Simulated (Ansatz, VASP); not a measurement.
HfC in VASP and in Ansatz

INCAR

```
SYSTEM = HfC
PREC = Accurate
ENCUT = 520
EDIFF = 1E-6
ISMEAR = -1
SIGMA = 0.1
LREAL = .False.
LASPH = .True.
NELM = 60
ALGO = Normal
ISIF = 2
LWAVE = .False.
LCHARG = .True.
GGA = PE
LELF = .True.
LVHAR = .True.
NBANDS = 14
```

The input KPOINTS:

```
Automatic mesh
0
Gamma
  16 16 16
  0 0 0
```

File POSCAR:

```
HfC
1.0
    0.0000000000      2.2115623204      2.2115623204
    2.2115623204      0.0000000000      2.2115623204
    2.2115623204      2.2115623204      0.0000000000
Hf C
1 1
Direct
    0.0000000000      0.0000000000      0.0000000000
    0.5000000000      0.5000000000      0.5000000000
```

Input for Ansatz:

```yaml
crystal:
  lattice:
    - [0.0, 2.2115623204, 2.2115623204]
    - [2.2115623204, 0.0, 2.2115623204]
    - [2.2115623204, 2.2115623204, 0.0]
  atoms:
    - { symbol: Hf, position: [0.0, 0.0, 0.0] }
    - { symbol: C, position: [0.5, 0.5, 0.5] }
kpoints:
  mp_grid: { grid: [16, 16, 16] }
scf:
  occupations: { method: fermi_dirac, width: 0.1 }
hamiltonian:
  xc: pbe
  pseudopotentials: { kind: paw }
output:
  forces: true
  stress: true
  eigenvalues: true
```

Change from the starting cell: volume scaled by 0.86, to set the pressure.

Alike in both runs: task single point; functional PBE; k mesh 16 × 16 × 16; occupations fermi-dirac, width 0.1 eV; no spin polarisation.

|  | VASP | Ansatz |
| --- | --- | --- |
| version | VASP 6.6.1 | Ansatz 0.2.0 |
| potentials or method | VASP PAW PBE potentials, release 64 (Hf_pv, C) | PAW with Ansatz's default frozen-core files, scalar-relativistic |
| plane-wave cutoff (eV) | 520 | 420 |
| valence electrons in the cell | 14 | 30 |

Ansatz gave:

| Item | Value |
| --- | --- |
| pressure (GPa) | 47.4 |

Q: Estimate VASP's values.

A: Pressure (GPa): 47.8.

Both programs put the cell under a high pressure, so it lies far from rest at this level. VASP's potentials hold 14 valence electrons a cell and Ansatz's 30, so a difference there can come from the potentials and not from the codes.

Spin-orbit coupling is off throughout.
